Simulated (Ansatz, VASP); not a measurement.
**Two plane-wave programs on C**

INCAR

```
PREC = Accurate ; ENCUT = 520
EDIFF = 1E-8 ; ISMEAR = -1
SIGMA = 0.08 ; LREAL = F
LASPH = T ; NELM = 60
ALGO = Normal ; ISIF = 2
LWAVE = F ; LCHARG = F
GGA = PE ; LEFG = T
NBANDS = 11
```

File KPOINTS:

```
regular mesh
0
Gamma
  20 20 20
```

POSCAR

```
C
1.0
    0.0000000000      1.7684127368      1.7684127368
    1.7684127368      0.0000000000      1.7684127368
    1.7684127368      1.7684127368      0.0000000000
C
2
Direct
    0.5000000000      0.5000000000      0.5000000000
    0.7500000000      0.7500000000      0.7500000000
```

Input for Ansatz:

```yaml
crystal:
  lattice:
    - [0.0, 1.7684127368, 1.7684127368]
    - [1.7684127368, 0.0, 1.7684127368]
    - [1.7684127368, 1.7684127368, 0.0]
  atoms:
    - { symbol: C, position: [0.5, 0.5, 0.5] }
    - { symbol: C, position: [0.75, 0.75, 0.75] }
kpoints:
  mp_grid: { grid: [20, 20, 20] }
scf:
  occupations: { method: fermi_dirac, width: 0.08 }
hamiltonian:
  xc: pbe
  pseudopotentials: { kind: paw }
output:
  forces: true
  stress: true
  eigenvalues: true
  efg: { contact_densities: true }
  write_density: true
  write_potential: true
  elf: true
  volumetric_format: npy
```

Change from the starting cell: volume scaled by 0.975, PAW files.

Alike in both runs: task electric field gradients; functional PBE; k mesh 20 × 20 × 20; occupations fermi-dirac, width 0.08 eV; no spin polarisation.

```csv
,VASP,Ansatz
version,VASP 6.6.1,Ansatz 0.2.0
potentials or method,"VASP PAW PBE potentials, release 64 (C)","PAW with Ansatz's default frozen-core files, scalar-relativistic"
plane-wave cutoff (eV),520,420
valence electrons in the cell,8,8
```

```csv
,VASP,Ansatz,Ansatz less VASP
gap on the k mesh at the Fermi level (eV),4.19,4.19,+0.005
pressure (GPa),14.2,13.4,-0.79
```
